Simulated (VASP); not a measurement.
# HoSbTe3: single point with PBE

The system is HoSbTe3.

```
Ho Sb Te
1.0
     5.76705    0.00000    0.00000
     0.00000    5.76705    0.00000
     0.00000    0.00000    5.76705
Ho Sb Te
1 1 3
Direct
  0.50000 0.50000 0.50000
  0.00000 0.00000 0.00000
  0.00000 0.50000 0.50000
  0.50000 0.00000 0.50000
  0.50000 0.50000 0.00000
```

The cell was built from a structure type or drawn by symmetry, and may not be a known phase.

- Program: VASP 6.6.1
- Task: single point
- Functional: PBE
- Potentials or basis: VASP PAW PBE potentials, release 64 (Ho_3, Sb, Te), 4f in core
- Cutoff: 500 eV
- k mesh: 8 × 8 × 8
- Occupations: gaussian, width 0.1 eV
- Spin: no spin polarisation
- Dipole correction: no
- Mended: yes
- Further INCAR settings: ALGO = Normal; EDIFF = 1e-06; NBANDS = 24

```yaml
Pressure: 0.1 GPa
Band_gap_on_the_k_mesh: zero (bands 16 and 17 overlap by 0.75 eV)
```

Levels at points of the mesh, in eV from the Fermi level:
```csv
k point,band 12,band 13,band 14,band 15,band 16,band 17,band 18,band 19,band 20,band 21
"(0.00, 0.00, 0.00)",-0.62,-0.62,-0.44,-0.44,-0.44,1.26,1.26,1.26,1.71,1.71
"(0.50, 0.00, 0.00)",-2.08,-1.21,-1.01,-0.50,-0.10,-0.10,0.39,0.39,1.81,3.81
"(0.50, 0.50, 0.00)",-2.04,-1.64,-1.64,-1.40,-0.51,0.51,0.94,0.94,3.82,3.82
"(0.50, 0.50, 0.50)",-2.31,-2.31,0.55,0.55,0.55,0.76,0.76,0.76,4.63,4.63
```

It took 110 s on 1 thread of Intel(R) Xeon(R) Platinum 8559C (Emerald Rapids), on a shared host, peak memory 0.36 GiB.

Caveat: spin-orbit coupling is left out, which moves the levels of the heavy elements; the 4f electrons are frozen in the core, so they carry no moment and show no levels. Spin polarisation is off, so any magnetic state and its effect on volume and gap are missing.
